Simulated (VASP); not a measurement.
# Mg (Fddd) in VASP: notebook

Mg is run at these levels: PBE; tasks: single point.

All numbers are computed with VASP 6.6.1; they aren't measurements. Logs are shortened: lines on timing, memory, paths and dates and some standing lists are left out, and cuts for length are marked.

**1. The cell of the first run**

The structure is orthorhombic, space group Fddd (No. 70). The conventional cell has a = 3.516 Å, b = 4.971 Å, c = 10.608 Å, α = 90.00°, β = 90.00°, γ = 90.00°. Mg (site symmetry 222) has 14 Mg at 3.04 to 3.94 Å within 4.0 Å.

**2. Single point, PBE**

INCAR

```
PREC = Accurate ; ENCUT = 520
EDIFF = 1E-6 ; ISMEAR = 0
SIGMA = 0.1 ; LREAL = False
LASPH = True ; NELM = 60
ALGO = Fast ; ISIF = 2
LWAVE = False ; LCHARG = True
GGA = PE ; LELF = True
LVHAR = True ; NBANDS = 9
```

KPOINTS

```
regular mesh
0
Gamma
  6 6 6
```

POSCAR

```
Mg
1.0
    0.0000000000      2.4856335400      5.3042200400
    1.7578966100      0.0000000000      5.3042200400
    1.7578966100      2.4856335400      0.0000000000
Mg
2
Direct
    0.7500000000      0.7500000000      0.7500000000
    0.5000000000      0.5000000000      0.5000000000
```

Potentials or basis: VASP PAW PBE potentials, release 64 (Mg).

On the command line:

```bash
cat potpaw_PBE.64/Mg/POTCAR > POTCAR
mpirun -np 1 vasp_std > vasp.out
```

OUTCAR:

```text
PREC = Accurate
   ENCUT = 520
   EDIFF = 1E-6
   ISMEAR = 0
   LREAL = False
   LASPH = True
   NELM = 60
   ISIF = 2
   GGA = PE

 ion  position               nearest neighbor table
   1  0.750  0.750  0.750-   2 3.06   2 3.06   2 3.06   2 3.06
   2  0.500  0.500  0.500-   1 3.06   1 3.06   1 3.06   1 3.06

  LATTYP: Found a face centered orthorhombic cell.
 ALAT       =     3.5157932200
 B/A-ratio  =     1.4139816448
 C/A-ratio  =     3.0173674662

  Lattice vectors:

 A1 = (   0.0000000000,   2.4856335400,   5.3042200400)
 A2 = (   1.7578966100,   0.0000000000,   5.3042200400)
 A3 = (   1.7578966100,   2.4856335400,   0.0000000000)

Analysis of symmetry for initial positions (statically):
=====================================================================
 Subroutine PRICEL returns:
 Original cell was already a primitive cell.

 Routine SETGRP: Setting up the symmetry group for a
 face centered orthorhombic supercell.

 Subroutine GETGRP returns: Found  8 space group operations
 (whereof  4 operations were pure point group operations)
 out of a pool of  8 trial point group operations.

The static configuration has the point symmetry D_2 .
 The point group associated with its full space group is D_2h.

Analysis of symmetry for dynamics (positions and initial velocities):
=====================================================================
 Subroutine PRICEL returns:
 Original cell was already a primitive cell.

 Routine SETGRP: Setting up the symmetry group for a
 face centered orthorhombic supercell.

 Subroutine GETGRP returns: Found  8 space group operations
 (whereof  4 operations were pure point group operations)
 out of a pool of  8 trial point group operations.

The dynamic configuration has the point symmetry D_2 .
 The point group associated with its full space group is D_2h.

 Subroutine INISYM returns: Found  8 space group operations
 (whereof  4 operations are pure point group operations),
 and found     1 'primitive' translations

----------------------------------------------------------------------------------------

                                     Primitive cell

  volume of cell :      46.3534

  direct lattice vectors                    reciprocal lattice vectors
     0.000000000  2.485633540  5.304220040    -0.284430835  0.201155960  0.094264566
     1.757896610  0.000000000  5.304220040     0.284430835 -0.201155960  0.094264566
     1.757896610  2.485633540  0.000000000     0.284430835  0.201155960 -0.094264566

  length of vectors
     5.857740548  5.587929019  3.044433377     0.360902242  0.360902242  0.360902242

  position of ions in fractional coordinates (direct lattice)
     0.750000000  0.750000000  0.750000000
     0.500000000  0.500000000  0.500000000

  ion indices of the primitive-cell ions
   primitive index   ion index
                 1           1
                 2           2

----------------------------------------------------------------------------------------

 KPOINTS: regular mesh

Automatic generation of k-mesh.
 Grid dimensions read from file:
 generate k-points for:    6    6    6

 Generating k-lattice:

  Cartesian coordinates                     Fractional coordinates (reciprocal lattice)
    -0.047405139  0.033525993  0.015710761     0.166666667 -0.000000000 -0.000000000
     0.047405139 -0.033525993  0.015710761     0.000000000  0.166666667  0.000000000
     0.047405139  0.033525993 -0.015710761     0.000000000  0.000000000  0.166666667

  Length of vectors
     0.060150374  0.060150374  0.060150374

  Shift w.r.t. Gamma in fractional coordinates (k-lattice)
     0.000000000  0.000000000  0.000000000

 Subroutine IBZKPT returns following result:
 ===========================================

 Found     46 irreducible k-points:

 Following reciprocal coordinates:
            Coordinates               Weight
  0.000000  0.000000  0.000000      1.000000
  0.166667  0.000000  0.000000      8.000000
  0.333333 -0.000000 -0.000000      8.000000
  0.500000  0.000000  0.000000      4.000000
  0.166667  0.166667  0.000000      2.000000
  0.333333  0.166667 -0.000000      8.000000
[... 16 lines left out ...]
 -0.166667  0.166667  0.166667      8.000000
  0.500000  0.333333  0.166667      4.000000
 [... further k-points ...]
   k-points           NKPTS =     46   k-points in BZ     NKDIM =     46   number of bands    NBANDS=      9
   number of dos      NEDOS =    301   number of ions     NIONS =      2
   total plane-waves  NPLWV =  48384
   dimension x,y,z NGX =    48 NGY =   42 NGZ =   24
   dimension x,y,z NGXF=    96 NGYF=   84 NGZF=   48
   ions per type =               2
   NGX,Y,Z   is equivalent  to a cutoff of  13.62, 12.50, 13.11 a.u.
   NGXF,Y,Z  is equivalent  to a cutoff of  27.25, 24.99, 26.21 a.u.
 SYSTEM =  unknown system
   PREC   = accura    normal or accurate (medium, high low for compatibility)
   ISTART =      0    job   : 0-new  1-cont  2-samecut
   ICHARG =      2    charge: 1-file 2-atom 10-const
   ISPIN  =      1    spin polarized calculation?
   LNONCOLLINEAR =      F non collinear calculations
   LSORBIT =      F    spin-orbit coupling
   LASPH  =      T    aspherical Exc in radial PAW
   ENCUT  =  520.0 eV  38.22 Ry    6.18 a.u.  10.89 10.39  5.66*2*pi/ulx,y,z
   NELM   =     60;   NELMIN=  2; NELMDL= -5     # of ELM steps
   EDIFF  = 0.1E-05   stopping-criterion for ELM
   LREAL  =      F    real-space projection
   EDIFFG = 0.1E-04   stopping-criterion for IOM
   NSW    =      0    number of steps for IOM
   IBRION =     -1    ionic relax: 0-MD 1-quasi-New 2-CG
   NFREE  =      0    steps in history (QN), initial steepest desc. (CG)
   ISIF   =      2    stress and relaxation
   ISYM   =      2    0-nonsym 1-usesym 2-fastsym
   POTIM  = 0.5000    time-step for ionic-motion
   TEBEG  =    0.0;   TEEND  =   0.0 temperature during run
   PSTRESS=    0.0 pullay stress
   NELECT =       4.0000    total number of electrons
   NUPDOWN=      -1.0000    fix difference up-down
   EMIN   =  10.00;   EMAX   =-10.00  energy-range for DOS
   EFERMI =   0.00;   METHOD = LEGACY
   ISMEAR =     0;   SIGMA  =   0.10  broadening in eV -4-tet -1-fermi 0-gaus
   EFERMI_NEDOS =   21; number of points for ismear=-14 and -15
   IALGO  =     68    algorithm
   IMIX   =      4    mixing-type and parameters
     AMIX     =   0.40;   BMIX     =  1.00
     AMIX_MAG =   1.60;   BMIX_MAG =  1.00
  volume/ion in A,a.u.               =      23.18       156.40
  Fermi-wavevector in a.u.,A,eV,Ry     =   0.723437  1.367098  7.120764  0.523361
  Thomas-Fermi vector in A             =   1.813653
   LORBIT       =      0    0 simple, 1 ext, 2 COOP (PROOUT), +10 PAW based schemes
   GGA     = PE    functional components
   LHFCALC =     F    Hartree Fock is set to
   AEXX    =    0.0000 exact exchange contribution
   IVDW    =     0    specifies the selected vdW correction
   LEPSILON=     F    determine dielectric tensor
   LRPA    =     F    only Hartree local field effects (RPA)
 non-spin polarized calculation
 RMM-DIIS sequential band-by-band and
 Gauss-broadening in eV      SIGMA  =   0.10
  energy-cutoff  :      520.00
  volume of cell :       46.35
 maximum number of plane-waves:      1264
 NGX is ok and might be reduce to    48
   NGX = 21   NGY = 21   NGZ = 11

 number of electron       4.0000000 magnetization

 Free energy of the ion-electron system (eV)
  ---------------------------------------------------
  ext. energy  EPLUGINS =         0.00000000
  ---------------------------------------------------
  free energy    TOTEN  =        -2.77852601 eV

  energy without entropy =       -2.77401116  energy(sigma->0) =       -2.77626859

 E-fermi :   2.6996     XC(G=0):  -8.4506

 val. band max:        2.6440099304   @ k =   0.5000   0.0000   0.0000
 cond. band min:       2.7314326426   @ k =   0.3333  -0.3333   0.1667
 fundamental gap:      0.0874227123
 Fermi energy:         2.6995611586

 k-point     1 :       0.0000    0.0000    0.0000
  band No.  band energies     occupation
      1      -4.3152      2.00000
      2       0.7440      2.00000
      3       1.0870      2.00000
      4      12.7917      0.00000
      5      12.8469      0.00000
      6      13.5875      0.00000
      7      14.0218      0.00000
      8      14.0409      0.00000
      9      14.1724      0.00000

 k-point     2 :       0.1667    0.0000    0.0000
  band No.  band energies     occupation
      1      -3.7709      2.00000
      2       0.5618      2.00000
      3       2.2903      2.00000
      4       8.6018      0.00000
      5       9.3481      0.00000
      6      12.3443      0.00000
      7      13.1384      0.00000
      8      14.7221      0.00000
      9      15.2898      0.00000

 k-point     3 :       0.3333   -0.0000   -0.0000
  band No.  band energies     occupation
      1      -2.1559      2.00000
      2       1.2638      2.00000
      3       3.8641      0.00000
      4       4.9182      0.00000
      5       5.7945      0.00000
      6      11.2042      0.00000
      7      12.5079      0.00000
      8      13.0061      0.00000
      9      13.9652      0.00000

 k-point     4 :       0.5000    0.0000    0.0000
  band No.  band energies     occupation
      1       0.4685      2.00000
      2       0.4864      2.00000
      3       2.6440      1.56791
      4       3.4283      0.00000
      5       7.8313      0.00000
      6       8.0713      0.00000
      7      11.8547      0.00000
      8      12.7369      0.00000
      9      13.4392      0.00000

 k-point     5 :       0.1667    0.1667    0.0000
  band No.  band energies     occupation
      1      -4.1663      2.00000
      2      -0.6628      2.00000
      3       2.7497      0.47820
      4      11.9188      0.00000
      5      12.7526      0.00000
      6      12.9146      0.00000
      7      13.5032      0.00000
      8      13.5041      0.00000
      9      14.9282      0.00000

 k-point     6 :       0.3333    0.1667   -0.0000
  band No.  band energies     occupation
      1      -3.4750      2.00000
      2      -0.8536      2.00000
      3       4.2002      0.00000
      4       8.0826      0.00000
      5      10.2437      0.00000
      6      11.2025      0.00000
      7      12.5397      0.00000
      8      14.4027      0.00000
      9      14.7239      0.00000
[... 169 lines left out ...]
 k-point    21 :       0.5000    0.1667    0.1667
  band No.  band energies     occupation
      1      -2.1409      2.00000
      2       0.4381      2.00000
      3       5.0622      0.00000
      4       5.9901      0.00000
      5       8.0316      0.00000
      6       9.6391      0.00000
      7      11.5154      0.00000
      8      12.3592      0.00000
      9      13.2171      0.00000

 k-point    22 :      -0.3333    0.1667    0.1667
  band No.  band energies     occupation
      1       0.2338      2.00000
      2       1.7466      2.00000
      3       1.9035      2.00000
      4       5.1493      0.00000
      5       7.4404      0.00000
      6       8.2869      0.00000
      7       9.5233      0.00000
      8       9.8088      0.00000
      9      13.6666      0.00000

 k-point    23 :      -0.1667    0.1667    0.1667
  band No.  band energies     occupation
      1      -1.1068      2.00000
      2       3.0147      0.00001
      3       3.4576      0.00000
      4       4.4870      0.00000
      5       4.9638      0.00000
      6       7.6775      0.00000
      7       8.4607      0.00000
      8      12.9529      0.00000
      9      15.1573      0.00000

 k-point    24 :       0.5000    0.3333    0.1667
  band No.  band energies     occupation
      1      -3.0496      2.00000
      2      -1.3023      2.00000
      3       5.3910      0.00000
      4       9.3926      0.00000
      5      10.0028      0.00000
      6      10.7067      0.00000
      7      12.3704      0.00000
      8      12.8929      0.00000
      9      13.3632      0.00000

 [... further k-points ...]
[... 5 lines left out ...]
  --------------------------------------------------------------------------------------
  -------------------------------------------------------------------------------------
  Total       -0.4666825      0.9122998      0.9691075      0.0000000      0.0000000      0.0000000
  in kB      -16.1305855     31.5330659     33.4965874      0.0000000      0.0000000      0.0000000
  external PRESSURE =      16.2996893 kB  Pullay stress =       0.0000000 kB

 VOLUME and BASIS-vectors are now :
 -----------------------------------------------------------------------------
  energy-cutoff  :      520.00
  volume of cell :       46.35
      direct lattice vectors                 reciprocal lattice vectors
     0.000000000  2.485633540  5.304220040    -0.284430835  0.201155960  0.094264566
     1.757896610  0.000000000  5.304220040     0.284430835 -0.201155960  0.094264566
     1.757896610  2.485633540  0.000000000     0.284430835  0.201155960 -0.094264566

 POSITION                                       TOTAL-FORCE (eV/Angst)
 -----------------------------------------------------------------------------------
      2.63684      3.72845      7.95633         0.000000     -0.000000      0.000000
      1.75790      2.48563      5.30422        -0.000000      0.000000      0.000000
 -----------------------------------------------------------------------------------
    total drift:                                0.000000      0.000000      0.000000

  FREE ENERGIE OF THE ION-ELECTRON SYSTEM (eV)
  ---------------------------------------------------
  free  energy   TOTEN  =        -2.7785260131 eV

  energy  without entropy=       -2.7740111631  energy(sigma->0) =       -2.77626859
```

Wall time 13 s (1 thread of AMD EPYC 9R45 (Zen 5), shared host); peak memory 0.18 GiB.

Results:

```
Free energy            : -2.7785 eV
Pressure               : 1.6 GPa
Band gap on the k mesh : zero (band 2 reaches 3.59 eV, above the bottom of band 3 at 1.09 eV)
```

Levels at points of the mesh, in eV from the Fermi level:
| k point | band 1 | band 2 | band 3 | band 4 | band 5 | band 6 |
| --- | --- | --- | --- | --- | --- | --- |
| (0.00, 0.00, 0.00) | -7.01 | -1.96 | -1.61 | 10.09 | 10.15 | 10.89 |
| (0.50, 0.00, 0.00) | -2.23 | -2.21 | -0.06 | 0.73 | 5.13 | 5.37 |
| (0.50, 0.50, 0.00) | -5.68 | -5.68 | 4.39 | 4.39 | 9.84 | 9.84 |
| (0.50, 0.00, 0.50) | -1.14 | -1.14 | 3.53 | 3.53 | 4.20 | 4.20 |
| (0.00, 0.50, 0.50) | -0.33 | -0.33 | 0.75 | 0.75 | 4.52 | 4.52 |

Caveat: the k points lie up to 0.38 Å⁻¹ apart.

(Part 1 of 2 ends here.)
